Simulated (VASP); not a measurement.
# GeS (Pnma) in VASP: further runs

GeS is run at these levels: PBE+D3(BJ); tasks: single point.

All numbers are computed with VASP 6.6.1; they aren't measurements. Logs are shortened: lines on timing, memory, paths and dates and some standing lists are left out, and cuts for length are marked.

### Step 1. The cell of the first run

Symmetry: Pnma, No. 62, orthorhombic system. Conventional cell: a = 10.793 Å, b = 3.687 Å, c = 4.423 Å, α = 90.00°, β = 90.00°, γ = 90.00°. Ge (site symmetry m) has 3 S at 2.46 to 2.47 Å within 3.3 Å. Within 3.3 Å of S (site symmetry m) lie 3 Ge at 2.46 to 2.47 Å.

### Step 2. Single point, PBE+D3(BJ) (volume scaled by 1.03, then relaxed in part)

Contents of INCAR:

```
SYSTEM = GeS
  ALGO = Normal
  EDIFF = 1E-6
  ENCUT = 500
  GGA = PE
  GGA_COMPAT = .FALSE.
  ISIF = 2
  ISMEAR = 0
  IVDW = 12
  LASPH = .TRUE.
  LCHARG = .TRUE.
  LELF = .TRUE.
  LREAL = .FALSE.
  LVHAR = .TRUE.
  LWAVE = .FALSE.
  NBANDS = 50
  NELM = 120
  PREC = Accurate
  SIGMA = 0.02
```

Contents of KPOINTS:

```
k-points
0
G
  4 8 6
  0 0 0
```

Contents of POSCAR:

```
GeS
1.0
   10.7933283496      0.0000000000      0.0000000000
    0.0000000000      3.6870620287      0.0000000000
    0.0000000000      0.0000000000      4.4226089288
Ge S
4 4
Direct
    0.1261953964      0.2500000000      0.1371003261
    0.3738046036      0.7500000000      0.6371003261
    0.6261953964      0.2500000000      0.3628996739
    0.8738046036      0.7500000000      0.8628996739
    0.8477121154      0.2500000000      0.4974459444
    0.6522878846      0.7500000000     -0.0025540556
    0.3477121154      0.2500000000      1.0025540556
    0.1522878846      0.7500000000      0.5025540556
```

Potentials or basis: VASP PAW PBE potentials, release 64 (Ge_d, S).

Started as:

```
cat potpaw_PBE.64/Ge_d/POTCAR potpaw_PBE.64/S/POTCAR > POTCAR
mpirun -np 1 vasp_std > vasp.out
```

OUTCAR:

```text
SYSTEM = GeS
   EDIFF = 1E-6
   ENCUT = 500
   GGA = PE
   ISIF = 2
   ISMEAR = 0
   IVDW = 12
   LASPH = .TRUE.
   LREAL = .FALSE.
   NELM = 120
   PREC = Accurate
 IVDW          = 12

 ion  position               nearest neighbor table
   1  0.126  0.250  0.137-   7 2.46   8 2.47   8 2.47
   2  0.374  0.750  0.637-   8 2.46   7 2.47   7 2.47
   3  0.626  0.250  0.363-   5 2.46   6 2.47   6 2.47
   4  0.874  0.750  0.863-   6 2.46   5 2.47   5 2.47
   5  0.848  0.250  0.497-   3 2.46   4 2.47   4 2.47
   6  0.652  0.750  0.997-   4 2.46   3 2.47   3 2.47
   7  0.348  0.250  0.003-   1 2.46   2 2.47   2 2.47
   8  0.152  0.750  0.503-   2 2.46   1 2.47   1 2.47

  LATTYP: Found a simple orthorhombic cell.
 ALAT       =     3.6870620287
 B/A-ratio  =     1.1994940401
 C/A-ratio  =     2.9273519853

  Lattice vectors:

 A1 = (   0.0000000000,   3.6870620287,   0.0000000000)
 A2 = (   0.0000000000,   0.0000000000,   4.4226089288)
 A3 = (  10.7933283496,   0.0000000000,   0.0000000000)

Analysis of symmetry for initial positions (statically):
=====================================================================
 Subroutine PRICEL returns:
 Original cell was already a primitive cell.

 Routine SETGRP: Setting up the symmetry group for a
 simple orthorhombic supercell.

 Subroutine GETGRP returns: Found  8 space group operations
 (whereof  2 operations were pure point group operations)
 out of a pool of  8 trial point group operations.

The static configuration has the point symmetry S_2 .
 The point group associated with its full space group is D_2h.

Analysis of symmetry for dynamics (positions and initial velocities):
=====================================================================
 Subroutine PRICEL returns:
 Original cell was already a primitive cell.

 Routine SETGRP: Setting up the symmetry group for a
 simple orthorhombic supercell.

 Subroutine GETGRP returns: Found  8 space group operations
 (whereof  2 operations were pure point group operations)
 out of a pool of  8 trial point group operations.

The dynamic configuration has the point symmetry S_2 .
 The point group associated with its full space group is D_2h.

 Subroutine INISYM returns: Found  8 space group operations
 (whereof  2 operations are pure point group operations),
 and found     1 'primitive' translations

----------------------------------------------------------------------------------------

                                     Primitive cell

  volume of cell :     176.0007

  direct lattice vectors                    reciprocal lattice vectors
    10.793328350  0.000000000  0.000000000     0.092649827  0.000000000  0.000000000
     0.000000000  3.687062029  0.000000000     0.000000000  0.271218654  0.000000000
     0.000000000  0.000000000  4.422608929     0.000000000  0.000000000  0.226110881

  length of vectors
    10.793328350  3.687062029  4.422608929     0.092649827  0.271218654  0.226110881

  position of ions in fractional coordinates (direct lattice)
     0.126195396  0.250000000  0.137100326
     0.373804604  0.750000000  0.637100326
     0.626195396  0.250000000  0.362899674
     0.873804604  0.750000000  0.862899674
     0.847712115  0.250000000  0.497445944
     0.652287885  0.750000000  0.997445944
     0.347712115  0.250000000  0.002554056
     0.152287885  0.750000000  0.502554056

  ion indices of the primitive-cell ions
   primitive index   ion index
                 1           1
                 2           2
                 3           3
                 4           4
                 5           5
                 6           6
                 7           7
                 8           8

----------------------------------------------------------------------------------------

 KPOINTS: k-points

Automatic generation of k-mesh.
 Grid dimensions read from file:
 generate k-points for:    4    8    6

 Generating k-lattice:

  Cartesian coordinates                     Fractional coordinates (reciprocal lattice)
     0.023162457  0.000000000  0.000000000     0.250000000  0.000000000  0.000000000
     0.000000000  0.033902332  0.000000000     0.000000000  0.125000000  0.000000000
     0.000000000  0.000000000  0.037685147     0.000000000  0.000000000  0.166666667

  Length of vectors
     0.023162457  0.033902332  0.037685147

  Shift w.r.t. Gamma in fractional coordinates (k-lattice)
     0.000000000  0.000000000  0.000000000

 Subroutine IBZKPT returns following result:
 ===========================================

 Found     60 irreducible k-points:

 Following reciprocal coordinates:
            Coordinates               Weight
  0.000000  0.000000  0.000000      1.000000
  0.250000  0.000000  0.000000      2.000000
  0.500000  0.000000  0.000000      1.000000
  0.000000  0.125000  0.000000      2.000000
  0.250000  0.125000  0.000000      4.000000
  0.500000  0.125000  0.000000      2.000000
[... 16 lines left out ...]
  0.250000  0.250000  0.166667      8.000000
  0.500000  0.250000  0.166667      4.000000
 [... further k-points ...]
   k-points           NKPTS =     60   k-points in BZ     NKDIM =     60   number of bands    NBANDS=     50
   number of dos      NEDOS =    301   number of ions     NIONS =      8
   total plane-waves  NPLWV =  71680
   dimension x,y,z NGX =    80 NGY =   28 NGZ =   32
   dimension x,y,z NGXF=   160 NGYF=   56 NGZF=   64
   ions per type =               4   4
   NGX,Y,Z   is equivalent  to a cutoff of  12.32, 12.62, 12.03 a.u.
   NGXF,Y,Z  is equivalent  to a cutoff of  24.64, 25.25, 24.06 a.u.
 SYSTEM =  GeS
   PREC   = accura    normal or accurate (medium, high low for compatibility)
   ISTART =      0    job   : 0-new  1-cont  2-samecut
   ICHARG =      2    charge: 1-file 2-atom 10-const
   ISPIN  =      1    spin polarized calculation?
   LNONCOLLINEAR =      F non collinear calculations
   LSORBIT =      F    spin-orbit coupling
   LASPH  =      T    aspherical Exc in radial PAW
   ENCUT  =  500.0 eV  36.75 Ry    6.06 a.u.  19.68  6.72  8.06*2*pi/ulx,y,z
   NELM   =    120;   NELMIN=  2; NELMDL= -5     # of ELM steps
   EDIFF  = 0.1E-05   stopping-criterion for ELM
   LREAL  =      F    real-space projection
   EDIFFG = 0.1E-04   stopping-criterion for IOM
   NSW    =      0    number of steps for IOM
   IBRION =     -1    ionic relax: 0-MD 1-quasi-New 2-CG
   NFREE  =      0    steps in history (QN), initial steepest desc. (CG)
   ISIF   =      2    stress and relaxation
   ISYM   =      2    0-nonsym 1-usesym 2-fastsym
   POTIM  = 0.5000    time-step for ionic-motion
   TEBEG  =    0.0;   TEEND  =   0.0 temperature during run
   PSTRESS=    0.0 pullay stress
   NELECT =      80.0000    total number of electrons
   NUPDOWN=      -1.0000    fix difference up-down
   EMIN   =  10.00;   EMAX   =-10.00  energy-range for DOS
   EFERMI =   0.00;   METHOD = LEGACY
   ISMEAR =     0;   SIGMA  =   0.02  broadening in eV -4-tet -1-fermi 0-gaus
   EFERMI_NEDOS =   21; number of points for ismear=-14 and -15
   IALGO  =     38    algorithm
   IMIX   =      4    mixing-type and parameters
     AMIX     =   0.40;   BMIX     =  1.00
     AMIX_MAG =   1.60;   BMIX_MAG =  1.00
  volume/ion in A,a.u.               =      22.00       148.46
  Fermi-wavevector in a.u.,A,eV,Ry     =   1.258732  2.378659 21.557165  1.584407
  Thomas-Fermi vector in A             =   2.392327
   LORBIT       =      0    0 simple, 1 ext, 2 COOP (PROOUT), +10 PAW based schemes
   GGA     = PE    functional components
   LHFCALC =     F    Hartree Fock is set to
   AEXX    =    0.0000 exact exchange contribution
   IVDW    =    12    specifies the selected vdW correction
   LEPSILON=     F    determine dielectric tensor
   LRPA    =     F    only Hartree local field effects (RPA)
 non-spin polarized calculation
 Gauss-broadening in eV      SIGMA  =   0.02
  energy-cutoff  :      500.00
  volume of cell :      176.00
 maximum number of plane-waves:      4496
 NGX is ok and might be reduce to    80
   NGX = 39   NGY = 13   NGZ = 17

 number of electron      80.0000009 magnetization

 Free energy of the ion-electron system (eV)
  ---------------------------------------------------
  ext. energy  EPLUGINS =         0.00000000
  ---------------------------------------------------
  free energy    TOTEN  =       -36.64750451 eV

  energy without entropy =      -36.64750451  energy(sigma->0) =      -36.64750451

 E-fermi :   4.3324     XC(G=0):  -9.7598

 val. band max:        4.2228051964   @ k =   0.0000   0.0000   0.0000
 cond. band min:       5.5024939342   @ k =   0.0000   0.0000   0.0000
 fundamental gap:      1.2796887379
 Fermi energy:         4.3323664920

 k-point     1 :       0.0000    0.0000    0.0000
  band No.  band energies     occupation
      1     -20.1035      2.00000
      2     -20.1018      2.00000
      3     -20.0971      2.00000
      4     -20.0961      2.00000
      5     -20.0954      2.00000
      6     -20.0947      2.00000
[... 42 lines left out ...]
     49       9.7625      0.00000
     50      10.1215      0.00000

 k-point     2 :       0.2500    0.0000    0.0000
  band No.  band energies     occupation
      1     -20.1033      2.00000
      2     -20.1021      2.00000
      3     -20.0970      2.00000
      4     -20.0962      2.00000
      5     -20.0954      2.00000
      6     -20.0949      2.00000
[... 42 lines left out ...]
     49       9.8915      0.00000
     50       9.9138      0.00000

 k-point     3 :       0.5000    0.0000    0.0000
  band No.  band energies     occupation
      1     -20.1027      2.00000
      2     -20.1027      2.00000
      3     -20.0966      2.00000
      4     -20.0966      2.00000
      5     -20.0952      2.00000
      6     -20.0952      2.00000
[... 1102 lines left out ...]
     49       8.7313      0.00000
     50       9.3964      0.00000

 k-point    24 :       0.5000    0.2500    0.1667
  band No.  band energies     occupation
      1     -20.0998      2.00000
      2     -20.0998      2.00000
      3     -20.0984      2.00000
      4     -20.0984      2.00000
      5     -20.0935      2.00000
      6     -20.0935      2.00000
[... 42 lines left out ...]
     49       9.0315      0.00000
     50       9.0315      0.00000

 [... further k-points ...]

------------------------ aborting loop because EDIFF is reached ----------------------------------------

 Edisp (eV)   -2.58418

 E8    (eV) :    -1.0559

  FORCE on cell =-STRESS in cart. coord.  units (eV):
  Direction    XX          YY          ZZ          XY          YZ          ZX
  --------------------------------------------------------------------------------------
  -------------------------------------------------------------------------------------
  Total      -1.71522    -1.83740    -1.69382     0.00000    -0.00000     0.00000
  in kB     -15.61405   -16.72632   -15.41926     0.00000    -0.00000     0.00000
  external pressure =      -15.92 kB  Pullay stress =        0.00 kB

 VOLUME and BASIS-vectors are now :
 -----------------------------------------------------------------------------
  energy-cutoff  :      500.00
  volume of cell :      176.00
      direct lattice vectors                 reciprocal lattice vectors
    10.793328350  0.000000000  0.000000000     0.092649827  0.000000000  0.000000000
     0.000000000  3.687062029  0.000000000     0.000000000  0.271218654  0.000000000
     0.000000000  0.000000000  4.422608929     0.000000000  0.000000000  0.226110881

 POSITION                                       TOTAL-FORCE (eV/Angst)
 -----------------------------------------------------------------------------------
      1.36207      0.92177      0.60634        -0.001123     -0.000000      0.003873
      4.03460      2.76530      2.81765         0.001123      0.000000      0.003873
      6.75873      0.92177      1.60496        -0.001123      0.000000     -0.003873
      9.43126      2.76530      3.81627         0.001123     -0.000000     -0.003873
      9.14964      0.92177      2.20001         0.002148     -0.000000      0.005014
      7.04036      2.76530      4.41131        -0.002148     -0.000000      0.005014
      3.75297      0.92177      0.01130         0.002148     -0.000000     -0.005014
      1.64369      2.76530      2.22260        -0.002148     -0.000000     -0.005014
 -----------------------------------------------------------------------------------
    total drift:                                0.000000      0.000000     -0.000000

  FREE ENERGIE OF THE ION-ELECTRON SYSTEM (eV)
  ---------------------------------------------------
  free  energy   TOTEN  =       -39.2316889420 eV

  energy  without entropy=      -39.2316889420  energy(sigma->0) =      -39.23168894
```

It took 4.9 min on 1 thread of Intel Xeon Platinum 8375C at 2.90GHz (Ice Lake), shared host; peak memory 0.5 GiB.

Results:

```yaml
Free_energy: -39.2317 eV
Pressure: -1.6 GPa
Largest_force: 0.005 eV/Å
Band_gap_on_the_k_mesh: 1.28 eV, direct
Dispersion_energy_per_atom: -0.323 eV
```

Forces on the atoms (eV/Å):
```
Ge  -0.001  0.000  0.004
Ge   0.001  0.000  0.004
Ge  -0.001  0.000 -0.004
Ge   0.001  0.000 -0.004
S    0.002  0.000  0.005
S   -0.002  0.000  0.005
S    0.002  0.000 -0.005
S   -0.002  0.000 -0.005
```

Stress tensor (GPa, compression positive):
```
-1.56  0.00  0.00
 0.00 -1.67  0.00
 0.00  0.00 -1.54
```

Caveat: the cell differs from its parent crystal (volume scaled by 1.03, then relaxed in part). A k mesh can miss the band edges.

### Step 3. Single point, PBE+D3(BJ) (volume scaled by 1.10, then relaxed in part)

Contents of INCAR:

```
PREC = Accurate
ENCUT = 500
EDIFF = 1E-6
ISMEAR = 0
SIGMA = 0.02
LREAL = False
LASPH = True
NELM = 120
ALGO = Normal
ISIF = 2
LWAVE = False
LCHARG = False
GGA = PE
IVDW = 12
NBANDS = 50
GGA_COMPAT = False
```

Contents of KPOINTS:

```
Automatic mesh
0
Gamma
  4 8 6
```

Contents of POSCAR:

```
GeS
1.0
   11.1762799402      0.0000000000      0.0000000000
    0.0000000000      3.6628806318      0.0000000000
    0.0000000000      0.0000000000      4.5914493182
Ge S
4 4
Direct
    0.1311412424      0.2500000000      0.1441736794
    0.3688587576      0.7500000000      0.6441736794
    0.6311412424      0.2500000000      0.3558263206
    0.8688587576      0.7500000000      0.8558263206
    0.8431929845      0.2500000000      0.5025300709
    0.6568070155      0.7500000000      0.0025300709
    0.3431929845      0.2500000000      0.9974699291
    0.1568070155      0.7500000000      0.4974699291
```

Potentials or basis: VASP PAW PBE potentials, release 64 (Ge_d, S).

Started as:

```
cat potpaw_PBE.64/Ge_d/POTCAR potpaw_PBE.64/S/POTCAR > POTCAR
mpirun -np 1 vasp_std > vasp.out
```

Wall time 6.3 min (1 thread of Intel Xeon Platinum 8259CL at 2.50GHz (Skylake/Cascade Lake), shared host); peak memory 0.54 GiB.

It converged, with:

| Quantity | Value |
| --- | --- |
| Free energy | -39.0637 eV |
| Pressure | -2.8 GPa |
| Largest force | 0.003 eV/Å |
| Band gap on the k mesh | 1.30 eV, direct |
| Dispersion energy per atom | -0.306 eV |

Forces on the atoms (eV/Å):
```
Ge   0.000  0.000  0.001
Ge   0.000  0.000  0.001
Ge   0.000  0.000 -0.001
Ge   0.000  0.000 -0.001
S    0.001  0.000  0.003
S   -0.001  0.000  0.003
S    0.001  0.000 -0.003
S   -0.001  0.000 -0.003
```

Levels at points of the mesh, in eV from the valence-band top:
```tsv
k point	band 36	band 37	band 38	band 39	band 40	band 41	band 42	band 43	band 44	band 45
(0.00, 0.00, 0.00)	-1.82	-1.56	-0.88	-0.67	0.00	1.30	2.50	2.68	2.89	3.05
(0.50, 0.00, 0.00)	-1.70	-1.68	-1.68	-0.30	-0.30	2.24	2.24	2.60	2.60	3.44
(0.00, 0.50, 0.00)	-2.23	-1.51	-1.51	-1.13	-1.13	1.41	1.41	1.74	1.74	2.73
(0.50, 0.50, 0.00)	-2.37	-1.43	-1.43	-1.43	-1.43	1.73	1.73	1.73	1.73	2.87
(0.00, 0.00, 0.50)	-1.82	-1.01	-1.01	-0.44	-0.44	1.82	1.82	2.41	2.41	3.02
(0.50, 0.00, 0.50)	-2.11	-0.88	-0.88	-0.45	-0.45	1.84	1.84	2.30	2.30	3.49
(0.00, 0.50, 0.50)	-3.47	-1.68	-1.68	-1.09	-1.09	3.07	3.07	3.10	3.10	4.50
(0.50, 0.50, 0.50)	-3.77	-1.26	-1.26	-1.26	-1.26	2.94	2.94	2.94	2.94	4.29
```

Caveat: the cell differs from its parent crystal (volume scaled by 1.10, then relaxed in part). A k mesh can miss the band edges.

### Step 4. Single point, PBE+D3(BJ)

This run uses another cell than the first one, of 21.36 Å³/atom, 0.971 times its volume.

Contents of INCAR:

```
SYSTEM = GeS
  ALGO = Normal
  EDIFF = 1E-6
  ENCUT = 500
  GGA = PE
  GGA_COMPAT = .FALSE.
  ISIF = 2
  ISMEAR = 0
  IVDW = 12
  LASPH = .TRUE.
  LCHARG = .TRUE.
  LELF = .TRUE.
  LREAL = .FALSE.
  LVHAR = .TRUE.
  LWAVE = .FALSE.
  NBANDS = 50
  NELM = 120
  PREC = Accurate
  SIGMA = 0.02
```

Contents of KPOINTS:

```
k-points
0
G
  4 8 6
  0 0 0
```

Contents of POSCAR:

```
GeS
1.0
   10.6563156411      0.0000000000      0.0000000000
    0.0000000000      3.6793767028      0.0000000000
    0.0000000000      0.0000000000      4.3580862076
Ge S
4 4
Direct
    0.1244538396      0.2500000000      0.1352405821
    0.3755461604      0.7500000000      0.6352405821
    0.6244538396      0.2500000000      0.3647594179
    0.8755461604      0.7500000000      0.8647594179
    0.8493944104      0.2500000000      0.4949234731
    0.6506055896      0.7500000000     -0.0050765269
    0.3493944104      0.2500000000      1.0050765269
    0.1506055896      0.7500000000      0.5050765269
```

Started as:

```
cat potpaw_PBE.64/Ge_d/POTCAR potpaw_PBE.64/S/POTCAR > POTCAR
mpirun -np 1 vasp_std > vasp.out
```

It took 5.1 min on 1 thread of Intel Xeon Platinum 8375C at 2.90GHz (Ice Lake), shared host; peak memory 0.49 GiB.

The run converged. Its results:

```yaml
Free_energy: -39.2570 eV
Pressure: -0.1 GPa
Largest_force: 0.007 eV/Å
Band_gap_on_the_k_mesh: 1.23 eV, indirect (least direct gap 1.26 eV)
Dispersion_energy_per_atom: -0.327 eV
```

Forces on the atoms (eV/Å):
```
Ge   0.001  0.000 -0.007
Ge  -0.001  0.000 -0.007
Ge   0.001  0.000  0.007
Ge  -0.001  0.000  0.007
S   -0.001  0.000 -0.005
S    0.001  0.000 -0.005
S   -0.001  0.000  0.005
S    0.001  0.000  0.005
```

Levels at points of the mesh, in eV from the valence-band top:
```tsv
k point	band 38	band 39	band 40	band 41	band 42	band 43
(0.00, 0.00, 0.00)	-0.82	-0.73	-0.03	1.23	2.72	2.84
(0.50, 0.00, 0.00)	-1.78	-0.32	-0.32	2.52	2.52	2.66
(0.00, 0.50, 0.00)	-1.35	-1.01	-1.01	1.56	1.56	1.64
(0.50, 0.50, 0.00)	-1.37	-1.37	-1.37	1.84	1.84	1.84
(0.00, 0.00, 0.50)	-0.85	-0.21	-0.21	1.75	1.75	2.55
(0.50, 0.00, 0.50)	-0.65	-0.24	-0.24	1.74	1.74	2.45
(0.00, 0.50, 0.50)	-2.04	-1.23	-1.23	3.17	3.17	3.40
(0.50, 0.50, 0.50)	-1.36	-1.36	-1.36	2.96	2.96	2.96
```

A k mesh can miss the band edges.

### Step 5. Overview

| cell | gap on the mesh (eV) | pressure (GPa) | largest force (eV/Å) |
| --- | --- | --- | --- |
| a = 10.793, b = 3.687, c = 4.423 Å, 8 atoms | 1.28 | -1.6 | 0.01 |
| a = 11.176, b = 3.663, c = 4.591 Å, 8 atoms | 1.30 | -2.8 | - |
| a = 10.656, b = 3.679, c = 4.358 Å, 8 atoms | 1.23 | -0.1 | 0.01 |

Alike in all rows: task single point; level PBE+D3(BJ); potentials or basis VASP PAW PBE potentials, release 64 (Ge_d, S); no spin polarisation; k mesh 4 × 8 × 6; cutoff (eV) 500; smearing gaussian 0.02 eV.

Total energies depend on the potentials used, so only differences within one code and one set of settings carry meaning.
